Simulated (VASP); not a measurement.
# HfN (Fm-3m) in VASP: notebook

HfN is run at these levels: PBEsol, r2SCAN+D4; tasks: relaxation of cell and atoms.

Program: VASP 6.6.1. These are calculated values, not measurements. Logs are shortened: lines on timing, memory, paths and dates and some standing lists are left out, and cuts for length are marked.

**1. The cell of the first run**

Symmetry: Fm-3m, No. 225, cubic system. The conventional cell has a = 4.512 Å, b = 4.512 Å, c = 4.512 Å, α = 90.00°, β = 90.00°, γ = 90.00°. Hf (site symmetry m-3m) has 6 N at 2.26 Å within 3.0 Å. Within 3.0 Å of N (site symmetry m-3m) lie 6 Hf at 2.26 Å.

**2. Relaxation of cell and atoms, PBEsol**

Input file INCAR:

```
ALGO     = Normal         # electronic algorithm
EDIFF    = 1E-6           # SCF threshold, eV
EDIFFG   = -0.005         # ionic threshold
ENCUT    = 600            # plane-wave cutoff, eV
GGA      = PS             # functional
IBRION   = 2              # ionic algorithm
ISIF     = 3              # what is computed and relaxed
ISMEAR   = -1             # smearing method
LASPH    = True           # aspherical terms in the spheres
LCHARG   = False          # write CHGCAR
LREAL    = False          # projectors in reciprocal space
LWAVE    = False          # write WAVECAR
NELM     = 100            # most SCF steps
NSW      = 80             # ionic steps
PREC     = Accurate       # precision mode
SIGMA    = 0.1            # smearing width, eV
```

Input file KPOINTS:

```
k-points
0
Gamma
  10 10 10
```

Input file POSCAR:

```
HfN
1.0
    0.0000000000      2.2560000000      2.2560000000
    2.2560000000      0.0000000000      2.2560000000
    2.2560000000      2.2560000000      0.0000000000
Hf N
1 1
Direct
    0.0000000000      0.0000000000      0.0000000000
    0.5000000000      0.5000000000      0.5000000000
```

Potentials or basis: VASP PAW PBE potentials, release 64 (Hf_pv, N).

Command:

```bash
$ cat potpaw_PBE.64/Hf_pv/POTCAR potpaw_PBE.64/N/POTCAR > POTCAR
$ mpirun -np 1 vasp_std > vasp.out
```

OUTCAR:

```text
EDIFF = 1E-6
   EDIFFG = -0.005
   ENCUT = 600
   GGA = PS
   IBRION = 2
   ISIF = 3
   ISMEAR = -1
   LASPH = True
   LREAL = False
   NELM = 100
   NSW = 80
   PREC = Accurate

 ion  position               nearest neighbor table
   1  0.000  0.000  0.000-   2 2.26   2 2.26   2 2.26   2 2.26   2 2.26   2 2.26
   2  0.500  0.500  0.500-   1 2.26   1 2.26   1 2.26   1 2.26   1 2.26   1 2.26

  LATTYP: Found a face centered cubic cell.
 ALAT       =     4.5120000000

  Lattice vectors:

 A1 = (   0.0000000000,   2.2560000000,   2.2560000000)
 A2 = (   2.2560000000,   0.0000000000,   2.2560000000)
 A3 = (   2.2560000000,   2.2560000000,   0.0000000000)

Analysis of symmetry for initial positions (statically):
=====================================================================
 Subroutine PRICEL returns:
 Original cell was already a primitive cell.

 Routine SETGRP: Setting up the symmetry group for a
 face centered cubic supercell.

 Subroutine GETGRP returns: Found 48 space group operations
 (whereof 48 operations were pure point group operations)
 out of a pool of 48 trial point group operations.

The static configuration has the point symmetry O_h .

Analysis of symmetry for dynamics (positions and initial velocities):
=====================================================================
 Subroutine PRICEL returns:
 Original cell was already a primitive cell.

 Routine SETGRP: Setting up the symmetry group for a
 face centered cubic supercell.

 Subroutine GETGRP returns: Found 48 space group operations
 (whereof 48 operations were pure point group operations)
 out of a pool of 48 trial point group operations.

The dynamic configuration has the point symmetry O_h .

 Subroutine INISYM returns: Found 48 space group operations
 (whereof 48 operations are pure point group operations),
 and found     1 'primitive' translations

----------------------------------------------------------------------------------------

                                     Primitive cell

  volume of cell :      22.9640

  direct lattice vectors                    reciprocal lattice vectors
     0.000000000  2.256000000  2.256000000    -0.221631206  0.221631206  0.221631206
     2.256000000  0.000000000  2.256000000     0.221631206 -0.221631206  0.221631206
     2.256000000  2.256000000  0.000000000     0.221631206  0.221631206 -0.221631206

  length of vectors
     3.190465797  3.190465797  3.190465797     0.383876509  0.383876509  0.383876509

  position of ions in fractional coordinates (direct lattice)
     0.000000000  0.000000000  0.000000000
     0.500000000  0.500000000  0.500000000

  ion indices of the primitive-cell ions
   primitive index   ion index
                 1           1
                 2           2

----------------------------------------------------------------------------------------

 KPOINTS: k-points

Automatic generation of k-mesh.
 Grid dimensions read from file:
 generate k-points for:   10   10   10

 Generating k-lattice:

  Cartesian coordinates                     Fractional coordinates (reciprocal lattice)
    -0.022163121  0.022163121  0.022163121     0.100000000  0.000000000  0.000000000
     0.022163121 -0.022163121  0.022163121     0.000000000  0.100000000  0.000000000
     0.022163121  0.022163121 -0.022163121     0.000000000  0.000000000  0.100000000

  Length of vectors
     0.038387651  0.038387651  0.038387651

  Shift w.r.t. Gamma in fractional coordinates (k-lattice)
     0.000000000  0.000000000  0.000000000

 Subroutine IBZKPT returns following result:
 ===========================================

 Found     47 irreducible k-points:

 Following reciprocal coordinates:
            Coordinates               Weight
  0.000000  0.000000  0.000000      1.000000
  0.100000  0.000000  0.000000      8.000000
  0.200000  0.000000  0.000000      8.000000
  0.300000  0.000000  0.000000      8.000000
  0.400000  0.000000  0.000000      8.000000
  0.500000  0.000000  0.000000      4.000000
[... 16 lines left out ...]
  0.300000  0.300000  0.000000      6.000000
  0.400000  0.300000  0.000000     24.000000
 [... further k-points ...]
   k-points           NKPTS =     47   k-points in BZ     NKDIM =     47   number of bands    NBANDS=     11
   number of dos      NEDOS =    301   number of ions     NIONS =      2
   total plane-waves  NPLWV =  21952
   dimension x,y,z NGX =    28 NGY =   28 NGZ =   28
   dimension x,y,z NGXF=    56 NGYF=   56 NGZF=   56
   ions per type =               1   1
   NGX,Y,Z   is equivalent  to a cutoff of  14.59, 14.59, 14.59 a.u.
   NGXF,Y,Z  is equivalent  to a cutoff of  29.18, 29.18, 29.18 a.u.
 SYSTEM =  unknown system
   PREC   = accura    normal or accurate (medium, high low for compatibility)
   ISTART =      0    job   : 0-new  1-cont  2-samecut
   ICHARG =      2    charge: 1-file 2-atom 10-const
   ISPIN  =      1    spin polarized calculation?
   LNONCOLLINEAR =      F non collinear calculations
   LSORBIT =      F    spin-orbit coupling
   LASPH  =      T    aspherical Exc in radial PAW
   ENCUT  =  600.0 eV  44.10 Ry    6.64 a.u.   6.37  6.37  6.37*2*pi/ulx,y,z
   NELM   =    100;   NELMIN=  2; NELMDL= -5     # of ELM steps
   EDIFF  = 0.1E-05   stopping-criterion for ELM
   LREAL  =      F    real-space projection
   EDIFFG = -.5E-02   stopping-criterion for IOM
   NSW    =     80    number of steps for IOM
   IBRION =      2    ionic relax: 0-MD 1-quasi-New 2-CG
   NFREE  =      1    steps in history (QN), initial steepest desc. (CG)
   ISIF   =      3    stress and relaxation
   ISYM   =      2    0-nonsym 1-usesym 2-fastsym
   POTIM  = 0.5000    time-step for ionic-motion
   TEBEG  =    0.0;   TEEND  =   0.0 temperature during run
   PSTRESS=    0.0 pullay stress
   NELECT =      15.0000    total number of electrons
   NUPDOWN=      -1.0000    fix difference up-down
   EMIN   =  10.00;   EMAX   =-10.00  energy-range for DOS
   EFERMI =   0.00;   METHOD = LEGACY
   ISMEAR =    -1;   SIGMA  =   0.10  broadening in eV -4-tet -1-fermi 0-gaus
   EFERMI_NEDOS =   21; number of points for ismear=-14 and -15
   IALGO  =     38    algorithm
   IMIX   =      4    mixing-type and parameters
     AMIX     =   0.40;   BMIX     =  1.00
     AMIX_MAG =   1.60;   BMIX_MAG =  1.00
  volume/ion in A,a.u.               =      11.48        77.48
  Fermi-wavevector in a.u.,A,eV,Ry     =   1.420440  2.684242 27.451783  2.017649
  Thomas-Fermi vector in A             =   2.541355
   LORBIT       =      0    0 simple, 1 ext, 2 COOP (PROOUT), +10 PAW based schemes
   GGA     = PS    functional components
   LHFCALC =     F    Hartree Fock is set to
   AEXX    =    0.0000 exact exchange contribution
   IVDW    =     0    specifies the selected vdW correction
   LEPSILON=     F    determine dielectric tensor
   LRPA    =     F    only Hartree local field effects (RPA)
 conjugate gradient relaxation of ions
 non-spin polarized calculation
  energy-cutoff  :      600.00
  volume of cell :       22.96
 maximum number of plane-waves:       785
 NGX is ok and might be reduce to    28
   NGX = 13   NGY = 13   NGZ = 13

--------------------------------------- Ionic step        1  -------------------------------------------

 number of electron      15.0000002 magnetization

 Free energy of the ion-electron system (eV)
  ---------------------------------------------------
  ext. energy  EPLUGINS =         0.00000000
  ---------------------------------------------------
  free energy    TOTEN  =       -22.99613395 eV

  energy without entropy =      -22.97350003  energy(sigma->0) =      -22.98481699

------------------------ aborting loop because EDIFF is reached ----------------------------------------

  FORCE on cell =-STRESS in cart. coord.  units (eV):
  Direction    XX          YY          ZZ          XY          YZ          ZX
  --------------------------------------------------------------------------------------
  -------------------------------------------------------------------------------------
  Total       -0.5899874     -0.5899874     -0.5899874     -0.0000000     -0.0000000      0.0000000
  in kB      -41.1629099    -41.1629099    -41.1629099     -0.0000000     -0.0000000      0.0000000
  external PRESSURE =     -41.1629099 kB  Pullay stress =       0.0000000 kB
[... 57 lines left out ...]
  energy  without entropy=      -22.9619289113  energy(sigma->0) =      -22.97269959

--------------------------------------- Ionic step        3  -------------------------------------------

 number of electron      15.0000002 magnetization

 Free energy of the ion-electron system (eV)
  ---------------------------------------------------
  ext. energy  EPLUGINS =         0.00000000
  ---------------------------------------------------
  free energy    TOTEN  =       -23.00046452 eV

  energy without entropy =      -22.97820291  energy(sigma->0) =      -22.98933372

 E-fermi :   8.3990     XC(G=0): -12.9904

 val. band max:        8.3518412232   @ k =  -0.4000   0.3000   0.0000
 cond. band min:       8.4080167532   @ k =  -0.1000   0.1000   0.0000
 fundamental gap:      0.0561755300
 Fermi energy:         8.3990127198

 k-point     1 :       0.0000    0.0000    0.0000
  band No.  band energies     occupation
      1     -22.6182      2.00000
      2     -22.6182      2.00000
      3     -22.6182      2.00000
      4      -9.1886      2.00000
      5       5.3540      2.00000
      6       5.3540      2.00000
      7       5.3540      2.00000
      8       7.9832      1.96919
      9       7.9832      1.96919
     10       7.9832      1.96919
     11      10.3525      0.00000
[... 309 lines left out ...]
 k-point    24 :       0.4000    0.3000    0.0000
  band No.  band energies     occupation
      1     -23.3483      2.00000
      2     -22.9035      2.00000
      3     -22.8720      2.00000
      4      -7.7353      2.00000
      5       1.7191      2.00000
      6       3.7177      2.00000
      7       4.2315      2.00000
      8       5.8334      2.00000
      9      12.5404      0.00000
     10      13.0880      0.00000
     11      13.2485      0.00000

 [... further k-points ...]

------------------------ aborting loop because EDIFF is reached ----------------------------------------

  FORCE on cell =-STRESS in cart. coord.  units (eV):
  Direction    XX          YY          ZZ          XY          YZ          ZX
  --------------------------------------------------------------------------------------
  -------------------------------------------------------------------------------------
  Total       -0.0046566     -0.0046566     -0.0046566     -0.0000000      0.0000000     -0.0000000
  in kB       -0.3296230     -0.3296230     -0.3296230     -0.0000000      0.0000000     -0.0000000
  external PRESSURE =      -0.3296230 kB  Pullay stress =       0.0000000 kB
[... 17 lines left out ...]
  FREE ENERGIE OF THE ION-ELECTRON SYSTEM (eV)
  ---------------------------------------------------
  free  energy   TOTEN  =       -23.0004645232 eV

  energy  without entropy=      -22.9782029123  energy(sigma->0) =      -22.98933372

 reached required accuracy - stopping structural energy minimisation
```

It took 22 s on 1 thread of AMD EPYC 9R45 (Zen 5), shared host; peak memory 0.15 GiB.

What came out:

* Free energy: -23.0005 eV
* Relaxed volume: 11.32 Å³/atom
* Relaxed cell: a = 3.175 Å, b = 3.175 Å, c = 3.175 Å, α = 60.00°, β = 60.00°, γ = 60.00°
* Space group after relaxing (to 0.05 Å): Fm-3m (No. 225)
* Energy gained by relaxing: 2.2 meV/atom
* Ionic steps: 3
* Pressure after relaxing: 0.0 GPa

Step by step:
| step | energy change (eV) | largest force (eV/Å) | pressure (GPa) | volume (Å³) |
| --- | --- | --- | --- | --- |
| 1 | 0.0000 | 0.0000 | -4.12 | 22.96 |
| 2 | 0.0127 | 0.0000 | 8.82 | 22.00 |
| 3 | -0.0043 | 0.0000 | -0.03 | 22.63 |

Final structure:
```xyz
2
Lattice="0.0000 2.2452 2.2452 2.2452 0.0000 2.2452 2.2452 2.2452 0.0000" Properties=species:S:1:pos:R:3 pbc="T T T"
Hf    0.0000    0.0000    0.0000
N     2.2452    2.2452    2.2452
```

Levels at points of the mesh, in eV from the Fermi level:
```
           k point  band 6  band 7  band 8  band 9  band 10  band 11
(0.00, 0.00, 0.00)   -3.05   -3.05   -0.42   -0.42    -0.42     1.95
(0.50, 0.00, 0.00)   -6.31   -6.31    3.35    3.77     3.77     4.47
(0.50, 0.50, 0.00)   -3.96   -3.70   -3.70    4.16     5.66     5.66
```

Caveat: the PAW data sets were made with another functional, which shifts forces and pressure a little; spin-orbit coupling is left out, which moves the levels of the heavy elements.

**3. Relaxation of cell and atoms, r2SCAN+D4**

POSCAR is that of step 2.

Input file INCAR.step1:

```
ALGO = Normal
EDIFF = 1E-4
ENCUT = 600
GGA = PE
ISMEAR = -1
LASPH = True
LCHARG = False
LREAL = False
LWAVE = True
NELM = 100
PREC = Accurate
SIGMA = 0.1
```

Input file INCAR.step2:

```
ALGO = Normal
EDIFF = 1E-6
EDIFFG = -0.005
ENCUT = 600
IBRION = 2
ISIF = 3
ISMEAR = -1
ISTART = 1
IVDW = 13
LASPH = True
LCHARG = False
LMIXTAU = True
LREAL = False
LWAVE = False
METAGGA = R2SCAN
NELM = 100
NSW = 80
PREC = Accurate
SIGMA = 0.1
VDW_A1 = 0.51559235
VDW_A2 = 5.77342911
VDW_S6 = 1.0
VDW_S8 = 0.6018749
```

KPOINTS is that of step 2.

Potentials or basis: VASP PAW PBE potentials, release 64 (Hf_pv, N).

Command:

```bash
$ cat potpaw_PBE.64/Hf_pv/POTCAR potpaw_PBE.64/N/POTCAR > POTCAR
$ cp INCAR.step1 INCAR
$ mpirun -np 1 vasp_std > vasp.out
$ cp INCAR.step2 INCAR
$ mpirun -np 1 vasp_std > vasp.out
```

Wall time 2.3 min (1 thread of AMD EPYC 9R45 (Zen 5), shared host); peak memory 0.15 GiB.

It converged, with:

* Free energy: -58.4491 eV
* Relaxed volume: 11.41 Å³/atom
* Relaxed cell: a = 3.184 Å, b = 3.184 Å, c = 3.184 Å, α = 60.00°, β = 60.00°, γ = 60.00°
* Space group after relaxing (to 0.05 Å): Fm-3m (No. 225)
* Energy gained by relaxing: 0.3 meV/atom
* Ionic steps: 4
* Pressure after relaxing: 0.0 GPa
* Dispersion energy per atom: -0.105 eV

Step by step:
```csv
step,energy change (eV),largest force (eV/Å),pressure (GPa),volume (Å³)
1,0.0000,0.0000,-1.68,22.96
2,0.0023,0.0000,3.48,22.57
3,-0.0007,0.0000,-0.10,22.84
4,-0.0007,0.0000,-0.01,22.83
```

Final structure:
```
CELL_PARAMETERS angstrom
0.00000 2.25158 2.25158
2.25158 0.00000 2.25158
2.25158 2.25158 0.00000
ATOMIC_POSITIONS crystal
Hf 0.00000 0.00000 0.00000
N 0.50000 0.50000 0.50000
```

Levels at points of the mesh, in eV from the Fermi level:
```csv
k point,band 5,band 6,band 7,band 8,band 9,band 10,band 11
"(0.00, 0.00, 0.00)",-3.48,-3.48,-3.48,-0.38,-0.38,-0.38,2.12
"(0.50, 0.00, 0.00)",-9.44,-6.74,-6.74,3.40,3.79,3.79,4.63
"(0.50, 0.50, 0.00)",-5.98,-4.18,-4.18,-3.97,4.15,5.60,5.60
```

Caveat: the PAW data sets were made with another functional, which shifts forces and pressure a little; spin-orbit coupling is left out, which moves the levels of the heavy elements; pairwise dispersion overbinds metals, which lowers pressure and volume.
